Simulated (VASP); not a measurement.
Input of a VASP 6.6.1 run:

Contents of INCAR:

```
  PREC = Accurate
  ENCUT = 520
  EDIFF = 1E-7
  ISMEAR = -1
  SIGMA = 0.05
  LREAL = False
  LASPH = True
  NELM = 80
  ALGO = Normal
  ISIF = 2
  LWAVE = False
  LCHARG = True
  GGA = PS
  LELF = True
  LVHAR = True
  NBANDS = 28
```

The input KPOINTS:

```
Automatic mesh
0
Gamma
  10 10 13
```

POSCAR

```
Ge
1.0
    3.7343886249      0.0000000000      0.0000000000
   -1.8671943125      3.2340754168      0.0000000000
    0.0000000000      0.0000000000      2.2322137232
Ge
3
Direct
    0.0000000000      0.0000000000      0.0000000000
    0.3333333333      0.6666666667      0.5000000000
    0.6666666667      0.3333333333      0.5000000000
```

Potentials or basis: VASP PAW PBE potentials, release 64 (Ge_d).

Launch:

```bash
$ cat potpaw_PBE.64/Ge_d/POTCAR > POTCAR
$ mpirun -np 1 vasp_std > vasp.out
```

(1) What does it give for the pressure?

(2) What does it give for the band gap on the k mesh?

Results:

(1) 271.7 GPa.

(2) zero (band 21 reaches 22.36 eV, above the bottom of band 22 at 12.29 eV).

Caveat: the PAW data sets were made with another functional, which shifts forces and pressure a little.
